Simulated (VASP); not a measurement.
Crystal: SnS7.

```
Sn S
1.0
     0.00000    4.41946    4.41946
     4.41946    0.00000    4.41946
     4.41946    4.41946    0.00000
Sn S
1 7
Cartesian
  0.0000 0.0000 0.0000
  4.4195 4.4195 4.4195
  2.2097 0.0000 2.2097
  0.0000 2.2097 2.2097
  4.4195 2.2097 2.2097
  2.2097 4.4195 2.2097
  2.2097 2.2097 0.0000
  2.2097 2.2097 4.4195
```

The cell was built from a structure type or drawn by symmetry, and may not be a known phase.

```yaml
Program: VASP 6.6.1
Task: relaxation of cell and atoms
Functional: PBE
Potentials_or_basis: VASP PAW PBE potentials, release 64 (Sn_d, S)
Cutoff: 600 eV
k_mesh: 4 × 4 × 4
Occupations: gaussian, width 0.1 eV
Spin: no spin polarisation
```

At the start: pressure -8.4 GPa; volume 21.58 Å³/atom.

**Question.** How do energy, volume and symmetry change on relaxing?

**Answer.** Over 3 steps the energy falls by 121.2 meV/atom and the volume is 17.76 Å³/atom (-17.7 %); space group Fm-3m (No. 225, to 0.1 Å) before and after.

Step by step:
```
step  energy change (eV)  largest force (eV/Å)  pressure (GPa)  volume (Å³)
   1              0.0000                0.0000           -8.38       172.64
   2             -0.9460                0.0000           -1.81       145.95
   3             -0.9699                0.0000           -0.10       142.04
```

Final structure:
```
CELL_PARAMETERS angstrom
0.00000 4.14123 4.14123
4.14123 0.00000 4.14123
4.14123 4.14123 0.00000
ATOMIC_POSITIONS crystal
Sn 0.00000 0.00000 0.00000
S 0.50000 0.50000 0.50000
S 0.00000 0.50000 0.00000
S 0.50000 0.00000 0.00000
S 0.00000 0.50000 0.50000
S 0.50000 0.00000 0.50000
S 0.00000 0.00000 0.50000
S 0.50000 0.50000 0.00000
```

Caveat: the volume moved by over 15 % at a fixed basis, so the end points are rough.
